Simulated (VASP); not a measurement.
# Cd (Fm-3m) in VASP: single point with PBEsol

Aim: the single point of Cd with PBEsol.

All numbers are computed with VASP 6.6.1; they aren't measurements. Logs are shortened: lines on timing, memory, paths and dates and some standing lists are left out, and cuts for length are marked.

## Step 1: The cell of the first run

It takes space group Fm-3m (No. 225, cubic). Conventional cell: a = 4.381 Å, b = 4.381 Å, c = 4.381 Å, α = 90.00°, β = 90.00°, γ = 90.00°. Within 4.1 Å of Cd (site symmetry m-3m) lie 12 Cd at 3.10 Å.

## Step 2: Single point, PBEsol

INCAR

```
SYSTEM = Cd
  PREC = Accurate
  ENCUT = 520
  EDIFF = 1E-7
  ISMEAR = -1
  SIGMA = 0.13605693000000002
  LREAL = .False.
  LASPH = .True.
  NELM = 80
  ALGO = Normal
  ISIF = 2
  LWAVE = .False.
  LCHARG = .False.
  GGA = PS
  NBANDS = 12
```

KPOINTS

```
Automatic mesh
0
Gamma
  13 13 13
  0 0 0
```

POSCAR

```
Cd
1.0
    0.0000000000      2.1903155582      2.1903155582
    2.1903155582      0.0000000000      2.1903155582
    2.1903155582      2.1903155582      0.0000000000
Cd
1
Direct
    0.0000000000      0.0000000000      0.0000000000
```

Potentials or basis: VASP PAW PBE potentials, release 64 (Cd).

Command:

```bash
$ cat potpaw_PBE.64/Cd/POTCAR > POTCAR
$ mpirun -np 1 vasp_std > vasp.out
```

OUTCAR:

```text
SYSTEM = Cd
   PREC = Accurate
   ENCUT = 520
   EDIFF = 1E-7
   ISMEAR = -1
   LREAL = .False.
   LASPH = .True.
   NELM = 80
   ISIF = 2
   GGA = PS

 ion  position               nearest neighbor table
   1  0.000  0.000  0.000-

  LATTYP: Found a face centered cubic cell.
 ALAT       =     4.3806311164

  Lattice vectors:

 A1 = (   0.0000000000,   2.1903155582,   2.1903155582)
 A2 = (   2.1903155582,   0.0000000000,   2.1903155582)
 A3 = (   2.1903155582,   2.1903155582,   0.0000000000)

Analysis of symmetry for initial positions (statically):
=====================================================================
 Subroutine PRICEL returns:
 Original cell was already a primitive cell.

 Routine SETGRP: Setting up the symmetry group for a
 face centered cubic supercell.

 Subroutine GETGRP returns: Found 48 space group operations
 (whereof 48 operations were pure point group operations)
 out of a pool of 48 trial point group operations.

The static configuration has the point symmetry O_h .

Analysis of symmetry for dynamics (positions and initial velocities):
=====================================================================
 Subroutine PRICEL returns:
 Original cell was already a primitive cell.

 Routine SETGRP: Setting up the symmetry group for a
 face centered cubic supercell.

 Subroutine GETGRP returns: Found 48 space group operations
 (whereof 48 operations were pure point group operations)
 out of a pool of 48 trial point group operations.

The dynamic configuration has the point symmetry O_h .

 Subroutine INISYM returns: Found 48 space group operations
 (whereof 48 operations are pure point group operations),
 and found     1 'primitive' translations

----------------------------------------------------------------------------------------

                                     Primitive cell

  volume of cell :      21.0160

  direct lattice vectors                    reciprocal lattice vectors
     0.000000000  2.190315558  2.190315558    -0.228277610  0.228277610  0.228277610
     2.190315558  0.000000000  2.190315558     0.228277610 -0.228277610  0.228277610
     2.190315558  2.190315558  0.000000000     0.228277610  0.228277610 -0.228277610

  length of vectors
     3.097573968  3.097573968  3.097573968     0.395388418  0.395388418  0.395388418

  position of ions in fractional coordinates (direct lattice)
     0.000000000  0.000000000  0.000000000

  ion indices of the primitive-cell ions
   primitive index   ion index
                 1           1

----------------------------------------------------------------------------------------

 KPOINTS: Automatic mesh

Automatic generation of k-mesh.
 Grid dimensions read from file:
 generate k-points for:   13   13   13

 Generating k-lattice:

  Cartesian coordinates                     Fractional coordinates (reciprocal lattice)
    -0.017559816  0.017559816  0.017559816     0.076923077  0.000000000  0.000000000
     0.017559816 -0.017559816  0.017559816     0.000000000  0.076923077  0.000000000
     0.017559816  0.017559816 -0.017559816     0.000000000  0.000000000  0.076923077

  Length of vectors
     0.030414494  0.030414494  0.030414494

  Shift w.r.t. Gamma in fractional coordinates (k-lattice)
     0.000000000  0.000000000  0.000000000

 Subroutine IBZKPT returns following result:
 ===========================================

 Found     84 irreducible k-points:

 Following reciprocal coordinates:
            Coordinates               Weight
  0.000000  0.000000  0.000000      1.000000
  0.076923  0.000000  0.000000      8.000000
  0.153846  0.000000  0.000000      8.000000
  0.230769  0.000000  0.000000      8.000000
  0.307692  0.000000  0.000000      8.000000
  0.384615  0.000000  0.000000      8.000000
[... 16 lines left out ...]
  0.384615  0.153846  0.000000     24.000000
  0.461538  0.153846  0.000000     24.000000
 [... further k-points ...]
   k-points           NKPTS =     84   k-points in BZ     NKDIM =     84   number of bands    NBANDS=     12
   number of dos      NEDOS =    301   number of ions     NIONS =      1
   total plane-waves  NPLWV =  13824
   dimension x,y,z NGX =    24 NGY =   24 NGZ =   24
   dimension x,y,z NGXF=    48 NGYF=   48 NGZF=   48
   ions per type =               1
   NGX,Y,Z   is equivalent  to a cutoff of  12.88, 12.88, 12.88 a.u.
   NGXF,Y,Z  is equivalent  to a cutoff of  25.76, 25.76, 25.76 a.u.
 SYSTEM =  Cd
   PREC   = accura    normal or accurate (medium, high low for compatibility)
   ISTART =      0    job   : 0-new  1-cont  2-samecut
   ICHARG =      2    charge: 1-file 2-atom 10-const
   ISPIN  =      1    spin polarized calculation?
   LNONCOLLINEAR =      F non collinear calculations
   LSORBIT =      F    spin-orbit coupling
   LASPH  =      T    aspherical Exc in radial PAW
   ENCUT  =  520.0 eV  38.22 Ry    6.18 a.u.   5.76  5.76  5.76*2*pi/ulx,y,z
   NELM   =     80;   NELMIN=  2; NELMDL= -5     # of ELM steps
   EDIFF  = 0.1E-06   stopping-criterion for ELM
   LREAL  =      F    real-space projection
   EDIFFG = 0.1E-05   stopping-criterion for IOM
   NSW    =      0    number of steps for IOM
   IBRION =     -1    ionic relax: 0-MD 1-quasi-New 2-CG
   NFREE  =      0    steps in history (QN), initial steepest desc. (CG)
   ISIF   =      2    stress and relaxation
   ISYM   =      2    0-nonsym 1-usesym 2-fastsym
   POTIM  = 0.5000    time-step for ionic-motion
   TEBEG  =    0.0;   TEEND  =   0.0 temperature during run
   PSTRESS=    0.0 pullay stress
   NELECT =      12.0000    total number of electrons
   NUPDOWN=      -1.0000    fix difference up-down
   EMIN   =  10.00;   EMAX   =-10.00  energy-range for DOS
   EFERMI =   0.00;   METHOD = LEGACY
   ISMEAR =    -1;   SIGMA  =   0.14  broadening in eV -4-tet -1-fermi 0-gaus
   EFERMI_NEDOS =   21; number of points for ismear=-14 and -15
   IALGO  =     38    algorithm
   IMIX   =      4    mixing-type and parameters
     AMIX     =   0.40;   BMIX     =  1.00
     AMIX_MAG =   1.60;   BMIX_MAG =  1.00
  volume/ion in A,a.u.               =      21.02       141.82
  Fermi-wavevector in a.u.,A,eV,Ry     =   1.358163  2.566556 25.097398  1.844607
  Thomas-Fermi vector in A             =   2.485020
   LORBIT       =      0    0 simple, 1 ext, 2 COOP (PROOUT), +10 PAW based schemes
   GGA     = PS    functional components
   LHFCALC =     F    Hartree Fock is set to
   AEXX    =    0.0000 exact exchange contribution
   IVDW    =     0    specifies the selected vdW correction
   LEPSILON=     F    determine dielectric tensor
   LRPA    =     F    only Hartree local field effects (RPA)
 non-spin polarized calculation
  energy-cutoff  :      520.00
  volume of cell :       21.02
 maximum number of plane-waves:       578
   NGX = 11   NGY = 11   NGZ = 11

 number of electron      12.0000006 magnetization

 Free energy of the ion-electron system (eV)
  ---------------------------------------------------
  ext. energy  EPLUGINS =         0.00000000
  ---------------------------------------------------
  free energy    TOTEN  =        -1.19688945 eV

  energy without entropy =       -1.17551665  energy(sigma->0) =       -1.18620305

 E-fermi :   2.9174     XC(G=0): -11.3666

 val. band max:        2.8926193218   @ k =  -0.3846   0.3077   0.0000
 cond. band min:       2.9382111929   @ k =  -0.3077   0.3846   0.0769
 fundamental gap:      0.0455918711
 Fermi energy:         2.9174087151

 k-point     1 :       0.0000    0.0000    0.0000
  band No.  band energies     occupation
      1      -6.2430      2.00000
      2      -6.2430      2.00000
      3      -6.2430      2.00000
      4      -6.1776      2.00000
      5      -5.7446      2.00000
      6      -5.7446      2.00000
      7      16.9560      0.00000
      8      18.2294      0.00000
      9      18.2294      0.00000
     10      18.2294      0.00000
     11      21.6845      0.00000
     12      21.6845      0.00000

 k-point     2 :       0.0769    0.0000    0.0000
  band No.  band energies     occupation
      1      -6.2727      2.00000
      2      -6.2163      2.00000
      3      -6.2163      2.00000
      4      -6.0064      2.00000
      5      -5.7510      2.00000
      6      -5.7510      2.00000
      7      15.9574      0.00000
      8      17.3107      0.00000
      9      17.9943      0.00000
     10      17.9943      0.00000
     11      22.0864      0.00000
     12      22.1159      0.00000

 k-point     3 :       0.1538    0.0000    0.0000
  band No.  band energies     occupation
      1      -6.3664      2.00000
      2      -6.1587      2.00000
      3      -6.1587      2.00000
      4      -5.7506      2.00000
      5      -5.7506      2.00000
      6      -5.4813      2.00000
      7      13.0491      0.00000
      8      17.2220      0.00000
      9      17.4912      0.00000
     10      17.4912      0.00000
     11      21.6832      0.00000
     12      22.7042      0.00000

 k-point     4 :       0.2308    0.0000    0.0000
  band No.  band energies     occupation
      1      -6.4967      2.00000
      2      -6.1320      2.00000
      3      -6.1320      2.00000
      4      -5.6905      2.00000
      5      -5.6905      2.00000
      6      -4.6116      2.00000
      7      10.0651      0.00000
      8      16.9444      0.00000
      9      16.9444      0.00000
     10      17.0312      0.00000
     11      21.4154      0.00000
     12      21.7803      0.00000

 k-point     5 :       0.3077    0.0000    0.0000
  band No.  band energies     occupation
      1      -6.6315      2.00000
      2      -6.1607      2.00000
      3      -6.1607      2.00000
      4      -5.5630      2.00000
      5      -5.5630      2.00000
      6      -3.4094      2.00000
      7       7.2273      0.00000
      8      16.4413      0.00000
      9      16.4413      0.00000
     10      16.6619      0.00000
     11      20.7621      0.00000
     12      20.7621      0.00000

 k-point     6 :       0.3846    0.0000    0.0000
  band No.  band energies     occupation
      1      -6.7405      2.00000
      2      -6.2056      2.00000
      3      -6.2056      2.00000
      4      -5.4306      2.00000
      5      -5.4306      2.00000
      6      -1.8959      2.00000
      7       4.6065      0.00001
      8      16.0409      0.00000
      9      16.0409      0.00000
     10      16.2896      0.00000
     11      20.0754      0.00000
     12      20.0754      0.00000

 k-point     7 :       0.4615    0.0000    0.0000
  band No.  band energies     occupation
      1      -6.8010      2.00000
      2      -6.2349      2.00000
      3      -6.2349      2.00000
      4      -5.3496      2.00000
      5      -5.3496      2.00000
      6      -0.1565      2.00000
      7       2.3091      1.97739
      8      15.8137      0.00000
      9      15.8137      0.00000
     10      16.0692      0.00000
     11      19.7406      0.00000
     12      19.7406      0.00000

 k-point     8 :       0.0769    0.0769    0.0000
  band No.  band energies     occupation
      1      -6.2851      2.00000
      2      -6.1940      2.00000
      3      -6.1940      2.00000
      4      -5.9966      2.00000
      5      -5.7602      2.00000
      6      -5.7232      2.00000
      7      16.5811      0.00000
      8      17.0248      0.00000
      9      17.0248      0.00000
     10      17.5263      0.00000
     11      22.4393      0.00000
     12      22.4592      0.00000
[... 166 lines left out ...]
 k-point    20 :       0.1538    0.1538    0.0000
  band No.  band energies     occupation
      1      -6.4006      2.00000
      2      -6.0536      2.00000
      3      -6.0536      2.00000
      4      -6.0266      2.00000
      5      -5.6636      2.00000
      6      -5.2244      2.00000
      7      15.0481      0.00000
      8      15.0481      0.00000
      9      15.8698      0.00000
     10      16.3638      0.00000
     11      18.7778      0.00000
     12      24.3562      0.00000

 k-point    21 :       0.2308    0.1538    0.0000
  band No.  band energies     occupation
      1      -6.4659      2.00000
      2      -6.1049      2.00000
      3      -6.0019      2.00000
      4      -5.9762      2.00000
      5      -5.6095      2.00000
      6      -4.5935      2.00000
      7      12.4482      0.00000
      8      14.1914      0.00000
      9      15.7081      0.00000
     10      16.8645      0.00000
     11      17.4365      0.00000
     12      24.1699      0.00000

 k-point    22 :       0.3077    0.1538    0.0000
  band No.  band energies     occupation
      1      -6.5343      2.00000
      2      -6.1551      2.00000
      3      -5.9644      2.00000
      4      -5.9596      2.00000
      5      -5.5057      2.00000
      6      -3.6037      2.00000
      7       9.5411      0.00000
      8      13.6183      0.00000
      9      15.2024      0.00000
     10      15.4618      0.00000
     11      19.3275      0.00000
     12      23.6404      0.00000

 k-point    23 :       0.3846    0.1538    0.0000
  band No.  band energies     occupation
      1      -6.6035      2.00000
      2      -6.2169      2.00000
      3      -5.9927      2.00000
      4      -5.8647      2.00000
      5      -5.3917      2.00000
      6      -2.2874      2.00000
      7       6.7946      0.00000
      8      13.3628      0.00000
      9      13.7809      0.00000
     10      15.3084      0.00000
     11      21.5034      0.00000
     12      23.1403      0.00000

 k-point    24 :       0.4615    0.1538    0.0000
  band No.  band energies     occupation
      1      -6.6478      2.00000
      2      -6.2734      2.00000
      3      -6.0372      2.00000
      4      -5.7385      2.00000
      5      -5.3285      2.00000
      6      -0.6682      2.00000
      7       4.2763      0.00009
      8      12.6290      0.00000
      9      13.4595      0.00000
     10      15.2927      0.00000
     11      22.6446      0.00000
     12      22.7131      0.00000

 [... further k-points ...]
[... 5 lines left out ...]
  --------------------------------------------------------------------------------------
  -------------------------------------------------------------------------------------
  Total        0.0249392      0.0249392      0.0249392      0.0000000     -0.0000000      0.0000000
  in kB        1.9012704      1.9012704      1.9012704      0.0000000     -0.0000000      0.0000000
  external PRESSURE =       1.9012704 kB  Pullay stress =       0.0000000 kB

 VOLUME and BASIS-vectors are now :
 -----------------------------------------------------------------------------
  energy-cutoff  :      520.00
  volume of cell :       21.02
      direct lattice vectors                 reciprocal lattice vectors
     0.000000000  2.190315558  2.190315558    -0.228277610  0.228277610  0.228277610
     2.190315558  0.000000000  2.190315558     0.228277610 -0.228277610  0.228277610
     2.190315558  2.190315558  0.000000000     0.228277610  0.228277610 -0.228277610

 POSITION                                       TOTAL-FORCE (eV/Angst)
 -----------------------------------------------------------------------------------
      0.00000      0.00000      0.00000         0.000000      0.000000      0.000000
 -----------------------------------------------------------------------------------
    total drift:                                0.000000      0.000000     -0.000000

  FREE ENERGIE OF THE ION-ELECTRON SYSTEM (eV)
  ---------------------------------------------------
  free  energy   TOTEN  =        -1.1968894484 eV

  energy  without entropy=       -1.1755166468  energy(sigma->0) =       -1.18620305
```

Run time: 5.2 s. Hardware: 1 thread of Intel Xeon 6975P-C (Granite Rapids), shared host; peak memory 0.14 GiB.

Results:

```
Free energy            : -1.1969 eV
Pressure               : 0.2 GPa
Band gap on the k mesh : zero (band 6 reaches 3.97 eV, above the bottom of band 7 at 1.84 eV)
```

Caveat: the PAW data sets were made with another functional, which shifts forces and pressure a little.
